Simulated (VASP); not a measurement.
A run of VASP 6.6.1:

File POSCAR:

```
Al3GaN4
1.0
   -5.0380822009      0.0000000000     -0.0000609628
    0.0000000000     -3.1249488261      0.0000000000
   -0.0065905600      0.0000000000     11.5707859610
Al Ga N
6 2 8
Direct
    0.4998475671      0.5000000000      0.7801074723
    0.4998060718      0.5000000000      0.3125166793
    0.9993455718      0.5000000000      0.1571114122
    0.9993870672      0.5000000000      0.6247022052
    0.9990717246      1.0000000000      0.8569744373
    0.9990302293      1.0000000000      0.3893836443
    0.5005122550      1.0000000000      0.0782300272
    0.5005537504      1.0000000000      0.5458208202
    0.8892999683      1.0000000000      0.0782826536
    0.8893414637      1.0000000000      0.5458734466
    0.8773936343      0.5000000000      0.7800500601
    0.8773521390      0.5000000000      0.3124592671
    0.3746005830      0.5000000000      0.1598136518
    0.3746420784      0.5000000000      0.6274044448
    0.3766620239      1.0000000000      0.8542718960
    0.3766205285      1.0000000000      0.3866811030
```

The input INCAR.step1:

```
PREC     = Accurate       # precision mode
ENCUT    = 520            # plane-wave cutoff, eV
ISMEAR   = 0              # smearing method
SIGMA    = 0.05           # smearing width, eV
LREAL    = Auto         
LASPH    = True           # aspherical terms in the spheres
NELM     = 100            # most SCF steps
NBANDS   = 56             # bands
GGA      = PE             # functional
ALGO     = Normal         # electronic algorithm
EDIFF    = 1E-4           # SCF threshold, eV
LWAVE    = True           # write WAVECAR
LCHARG   = False          # write CHGCAR
```

File INCAR.step2:

```
PREC     = Accurate       # precision mode
ENCUT    = 520            # plane-wave cutoff, eV
EDIFF    = 1E-6           # SCF threshold, eV
ISMEAR   = 0              # smearing method
SIGMA    = 0.05           # smearing width, eV
LREAL    = Auto         
LASPH    = True           # aspherical terms in the spheres
NELM     = 100            # most SCF steps
ALGO     = Normal         # electronic algorithm
ISIF     = 2              # what is computed and relaxed
LWAVE    = False          # write WAVECAR
LCHARG   = True           # write CHGCAR
METAGGA  = R2SCAN         # meta-GGA
LMIXTAU  = True         
LELF     = True           # ELF
LVHAR    = True         
NBANDS   = 56             # bands
ISTART   = 1
```

File KPOINTS:

```
Automatic mesh
0
Gamma
  5 7 2
```

Potentials or basis: VASP PAW PBE potentials, release 64 (Al, Ga_d, N).

The run is started by

```console
$ cat potpaw_PBE.64/Al/POTCAR potpaw_PBE.64/Ga_d/POTCAR potpaw_PBE.64/N/POTCAR > POTCAR
$ cp INCAR.step1 INCAR
$ mpirun -np 1 vasp_std > vasp.out
$ cp INCAR.step2 INCAR
$ mpirun -np 1 vasp_std > vasp.out
```

Hardware: 1 thread of Oxide Virtual Turin-like Processor (shared host).

Task: How long does it take, and how much memory?

Result: Run time: 45 min on 1 thread of Oxide Virtual Turin-like Processor, with other jobs on the host, peak memory 0.36 GiB. Counts: k points 24.
